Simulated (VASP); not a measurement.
# C in VASP: notebook, part 3 of 3

VASP 6.6.1. The steps go on from the part before.

## 6. Single point, PBEsol

This run uses another cell than the first one, of 71.44 Å³/atom, 1.455 times its volume.

INCAR reads:

```
PREC = Accurate
ENCUT = 520
EDIFF = 1E-7
ISMEAR = -1
SIGMA = 0.02
LREAL = False
LASPH = True
NELM = 60
ALGO = Normal
ISIF = 2
LWAVE = False
LCHARG = False
LDIPOL = True
IDIPOL = 3
DIPOL = 0.5 0.5 0.500
GGA = PS
NBANDS = 11
```

KPOINTS reads:

```
Automatic mesh
0
Gamma
  18 14 1
```

POSCAR reads:

```
C
1.0
    2.5129203383      0.0000000000      0.0000000000
    0.0000000000      3.5538060236      0.0000000000
    0.0000000000      0.0000000000     16.0000000000
C
2
Direct
    0.7500000000      0.1250000000      0.5000000000
    0.2500000000      0.8750000000      0.5000000000
```

Potentials or basis: VASP PAW PBE potentials, release 64 (C).

On the command line:

```console
cat potpaw_PBE.64/C/POTCAR > POTCAR
mpirun -np 1 vasp_std > vasp.out
```

OUTCAR:

```text
PREC = Accurate
   ENCUT = 520
   EDIFF = 1E-7
   ISMEAR = -1
   LREAL = False
   LASPH = True
   NELM = 60
   ISIF = 2
   GGA = PS

 ion  position               nearest neighbor table
   1  0.750  0.125  0.500-   2 1.54   2 1.54
   2  0.250  0.875  0.500-   1 1.54   1 1.54

  LATTYP: Found a simple orthorhombic cell.
 ALAT       =     2.5129203383
 B/A-ratio  =     1.4142135624
 C/A-ratio  =     6.3670939966

  Lattice vectors:

 A1 = (   2.5129203383,   0.0000000000,   0.0000000000)
 A2 = (   0.0000000000,   3.5538060236,   0.0000000000)
 A3 = (   0.0000000000,   0.0000000000,  16.0000000000)

Analysis of symmetry for initial positions (statically):
=====================================================================
 Subroutine PRICEL returns:
 Original cell was already a primitive cell.

 Routine SETGRP: Setting up the symmetry group for a
 simple orthorhombic supercell.

 Subroutine GETGRP returns: Found  8 space group operations
 (whereof  4 operations were pure point group operations)
 out of a pool of  8 trial point group operations.

The static configuration has the point symmetry C_2h.
 The point group associated with its full space group is D_2h.

Analysis of symmetry for dynamics (positions and initial velocities):
=====================================================================
 Subroutine PRICEL returns:
 Original cell was already a primitive cell.

 Routine SETGRP: Setting up the symmetry group for a
 simple orthorhombic supercell.

 Subroutine GETGRP returns: Found  8 space group operations
 (whereof  4 operations were pure point group operations)
 out of a pool of  8 trial point group operations.

The dynamic configuration has the point symmetry C_2h.
 The point group associated with its full space group is D_2h.

 Subroutine INISYM returns: Found  8 space group operations
 (whereof  4 operations are pure point group operations),
 and found     1 'primitive' translations

----------------------------------------------------------------------------------------

                                     Primitive cell

  volume of cell :     142.8869

  direct lattice vectors                    reciprocal lattice vectors
     2.512920338  0.000000000  0.000000000     0.397943375  0.000000000  0.000000000
     0.000000000  3.553806024  0.000000000     0.000000000  0.281388459  0.000000000
     0.000000000  0.000000000 16.000000000     0.000000000  0.000000000  0.062500000

  length of vectors
     2.512920338  3.553806024 16.000000000     0.397943375  0.281388459  0.062500000

  position of ions in fractional coordinates (direct lattice)
     0.750000000  0.125000000  0.500000000
     0.250000000  0.875000000  0.500000000

  ion indices of the primitive-cell ions
   primitive index   ion index
                 1           1
                 2           2

----------------------------------------------------------------------------------------

 KPOINTS: Automatic mesh

Automatic generation of k-mesh.
 Grid dimensions read from file:
 generate k-points for:   18   14    1

 Generating k-lattice:

  Cartesian coordinates                     Fractional coordinates (reciprocal lattice)
     0.022107965  0.000000000  0.000000000     0.055555556  0.000000000  0.000000000
[... 47 lines left out ...]
   NGX,Y,Z   is equivalent  to a cutoff of  13.23, 13.10, 12.47 a.u.
   NGXF,Y,Z  is equivalent  to a cutoff of  26.46, 26.20, 24.94 a.u.
 SYSTEM =  unknown system
   PREC   = accura    normal or accurate (medium, high low for compatibility)
   ISTART =      0    job   : 0-new  1-cont  2-samecut
   ICHARG =      2    charge: 1-file 2-atom 10-const
   ISPIN  =      1    spin polarized calculation?
   LNONCOLLINEAR =      F non collinear calculations
   LSORBIT =      F    spin-orbit coupling
   LASPH  =      T    aspherical Exc in radial PAW
   ENCUT  =  520.0 eV  38.22 Ry    6.18 a.u.   4.67  6.61 29.75*2*pi/ulx,y,z
   NELM   =     60;   NELMIN=  2; NELMDL= -5     # of ELM steps
   EDIFF  = 0.1E-06   stopping-criterion for ELM
   LREAL  =      F    real-space projection
   EDIFFG = 0.1E-05   stopping-criterion for IOM
   NSW    =      0    number of steps for IOM
   IBRION =     -1    ionic relax: 0-MD 1-quasi-New 2-CG
   NFREE  =      0    steps in history (QN), initial steepest desc. (CG)
   ISIF   =      2    stress and relaxation
   ISYM   =      2    0-nonsym 1-usesym 2-fastsym
   POTIM  = 0.5000    time-step for ionic-motion
   TEBEG  =    0.0;   TEEND  =   0.0 temperature during run
   PSTRESS=    0.0 pullay stress
   NELECT =       8.0000    total number of electrons
   NUPDOWN=      -1.0000    fix difference up-down
   EMIN   =  10.00;   EMAX   =-10.00  energy-range for DOS
   EFERMI =   0.00;   METHOD = LEGACY
   ISMEAR =    -1;   SIGMA  =   0.02  broadening in eV -4-tet -1-fermi 0-gaus
   EFERMI_NEDOS =   21; number of points for ismear=-14 and -15
   IALGO  =     38    algorithm
   IMIX   =      4    mixing-type and parameters
     AMIX     =   0.40;   BMIX     =  1.00
     AMIX_MAG =   1.60;   BMIX_MAG =  1.00
  volume/ion in A,a.u.               =      71.44       482.12
  Fermi-wavevector in a.u.,A,eV,Ry     =   0.626288  1.183513  5.336702  0.392237
  Thomas-Fermi vector in A             =   1.687489
   LORBIT       =      0    0 simple, 1 ext, 2 COOP (PROOUT), +10 PAW based schemes
   GGA     = PS    functional components
   LHFCALC =     F    Hartree Fock is set to
   AEXX    =    0.0000 exact exchange contribution
   IVDW    =     0    specifies the selected vdW correction
   LEPSILON=     F    determine dielectric tensor
   LRPA    =     F    only Hartree local field effects (RPA)
 non-spin polarized calculation
  energy-cutoff  :      520.00
  volume of cell :      142.89
 maximum number of plane-waves:      3886
 NGX is ok and might be reduce to    20
   NGX =  9   NGY = 13   NGZ = 59

 dipolmoment           0.000000      0.000000     -0.000000 electrons x Angstroem

 number of electron       8.0000001 magnetization

 dipolmoment           0.000000      0.000000      0.000000 electrons x Angstroem

 Free energy of the ion-electron system (eV)
  ---------------------------------------------------
  ext. energy  EPLUGINS =         0.00000000
  ---------------------------------------------------
  free energy    TOTEN  =       -13.78119583 eV

  energy without entropy =      -13.78038726  energy(sigma->0) =      -13.78079155

 E-fermi :  -5.0150     XC(G=0):  -2.2579

 val. band max:       -5.0671517477   @ k =   0.4444   0.1429   0.0000
 cond. band min:      -4.9854523989   @ k =   0.4444   0.0714   0.0000
 fundamental gap:      0.0816993488
 Fermi energy:        -5.0149596232

 k-point     1 :       0.0000    0.0000    0.0000
  band No.  band energies     occupation
      1     -19.6269      2.00000
      2      -8.4011      2.00000
      3      -7.9675      2.00000
      4      -6.8498      2.00000
      5      -5.2335      1.99996
      6       0.7445      0.00000
      7       1.1866      0.00000
      8       1.2699      0.00000
      9       1.7812      0.00000
     10       3.1982      0.00000
     11       4.2065      0.00000
[... 309 lines left out ...]
 k-point    24 :       0.1667    0.1429    0.0000
  band No.  band energies     occupation
      1     -19.0921      2.00000
      2      -8.7991      2.00000
      3      -8.4050      2.00000
      4      -7.7665      2.00000
      5      -4.0910      0.00000
      6       0.4742      0.00000
      7       1.6176      0.00000
      8       2.1153      0.00000
      9       2.6675      0.00000
     10       4.0938      0.00000
     11       5.0417      0.00000

 [... further k-points ...]

------------------------ aborting loop because EDIFF is reached ----------------------------------------

 vacuum level on the upper side and lower side of the slab       (xc-potential included)        -0.060        -0.060

  FORCE on cell =-STRESS in cart. coord.  units (eV):
  Direction    XX          YY          ZZ          XY          YZ          ZX
  --------------------------------------------------------------------------------------
  -------------------------------------------------------------------------------------
  Total       -4.8331153     -8.6151296     -0.0089291      0.0000000      0.0000000      0.0000000
  in kB      -54.1932647    -96.6006331     -0.1001211      0.0000000      0.0000000      0.0000000
  external PRESSURE =     -50.2980063 kB  Pullay stress =       0.0000000 kB

 VOLUME and BASIS-vectors are now :
 -----------------------------------------------------------------------------
  energy-cutoff  :      520.00
  volume of cell :      142.89
      direct lattice vectors                 reciprocal lattice vectors
     2.512920338  0.000000000  0.000000000     0.397943375  0.000000000  0.000000000
     0.000000000  3.553806024  0.000000000     0.000000000  0.281388459  0.000000000
     0.000000000  0.000000000 16.000000000     0.000000000  0.000000000  0.062500000

 POSITION                                       TOTAL-FORCE (eV/Angst)
 -----------------------------------------------------------------------------------
      1.88469      0.44423      8.00000        -0.000000     -8.697379     -0.000000
      0.62823      3.10958      8.00000         0.000000      8.697379      0.000000
 -----------------------------------------------------------------------------------
    total drift:                                0.000000     -0.000000      0.000000

  FREE ENERGIE OF THE ION-ELECTRON SYSTEM (eV)
  ---------------------------------------------------
  free  energy   TOTEN  =       -13.7811958349 eV

  energy  without entropy=      -13.7803872641  energy(sigma->0) =      -13.78079155

 vacuum level on the upper side and lower side of the slab         1.199         1.199
```

OSZICAR:

```text
N       E                     dE             d eps       ncg     rms          rms(c)
DAV:   1     0.444001699759E+02    0.44400E+02   -0.27785E+03  1760   0.495E+02
DAV:   2    -0.932301929907E+01   -0.53723E+02   -0.47990E+02  2803   0.988E+01
DAV:   3    -0.140427969437E+02   -0.47198E+01   -0.46562E+01  2267   0.366E+01
[... 13 lines left out ...]
DAV:  17    -0.137811906388E+02   -0.73340E-05   -0.30708E-07  2228   0.266E-03    0.818E-04
DAV:  18    -0.137811949006E+02   -0.42618E-05   -0.12678E-07  2007   0.157E-03    0.217E-04
DAV:  19    -0.137811955791E+02   -0.67842E-06   -0.15190E-08  2136   0.626E-04    0.119E-04
DAV:  20    -0.137811958152E+02   -0.23614E-06   -0.54466E-09  1923   0.309E-04    0.811E-05
DAV:  21    -0.137811958349E+02   -0.19666E-07   -0.26758E-10  2211   0.863E-05
   1 F= -.13781196E+02 E0= -.13780792E+02  d E =-.808571E-03
```

stdout:

```text
POSCAR found type information on POSCAR C
 POSCAR found :  1 types and       2 ions
 scaLAPACK will be used
 -----------------------------------------------------------------------------
|                                                                             |
|                                                                             |
|     You enforced a specific xc type in the INCAR file but a different       |
|     I HOPE YOU KNOW WHAT YOU ARE DOING!                                     |
|                                                                             |
 -----------------------------------------------------------------------------

 LDA part: xc-table for (Slater+PW92), standard interpolation
 POSCAR, INCAR and KPOINTS ok, starting setup
 FFT: planning ... GRIDC
 FFT: planning ... GRID_SOFT
 FFT: planning ... GRID
 WAVECAR not read
 entering main loop
```

Run time: 77 s. Hardware: 1 thread of AMD EPYC 9R45 (Zen 5), shared host; peak memory 0.26 GiB.

What came out:

```yaml
Free_energy: -13.7812 eV
Largest_force: 8.697 eV/Å
Band_gap_on_the_k_mesh: zero (band 4 reaches -4.97 eV, above the bottom of band 5 at -5.23 eV)
```

Forces in eV/Å, atoms in the order of the input:
```
C    0.000 -8.697  0.000
C    0.000  8.697  0.000
```

Levels at points of the mesh, in eV from the Fermi level:
| k point | band 1 | band 2 | band 3 | band 4 | band 5 | band 6 | band 7 | band 8 | band 9 |
| --- | --- | --- | --- | --- | --- | --- | --- | --- | --- |
| (0.00, 0.00, 0.00) | -14.61 | -3.39 | -2.95 | -1.83 | -0.22 | 5.76 | 6.20 | 6.28 | 6.80 |
| (0.50, 0.00, 0.00) | -10.38 | -10.38 | -0.29 | -0.29 | 1.25 | 1.25 | 9.69 | 9.69 | 11.68 |
| (0.00, 0.50, 0.00) | -14.28 | -5.79 | -2.90 | -1.72 | 3.73 | 4.22 | 8.42 | 8.78 | 9.11 |
| (0.50, 0.50, 0.00) | -10.12 | -10.12 | -1.64 | -1.64 | 1.51 | 1.51 | 12.69 | 12.69 | 13.16 |

Caveat: the PAW data sets were made with another functional, which shifts forces and pressure a little.

## 7. Overview

```csv
cell,k mesh,gap on the mesh (eV),largest force (eV/Å)
"a = 2.513, b = 3.554, c = 11.000 Å, 2 atoms",12 × 9 × 1,none,8.33
"a = 2.513, b = 3.554, c = 16.000 Å, 2 atoms",12 × 9 × 1,none,8.33
"a = 2.513, b = 3.554, c = 16.000 Å, 2 atoms",18 × 14 × 1,none,8.70
```

Alike in all rows: task single point; level PBEsol; potentials or basis VASP PAW PBE potentials, release 64 (C); no spin polarisation; cutoff (eV) 520; smearing fermi-dirac 0.02 eV.

Caveats: the PAW data sets were made with another functional, which shifts forces and pressure a little.

Absolute energies hang on the potentials; compare differences alone.
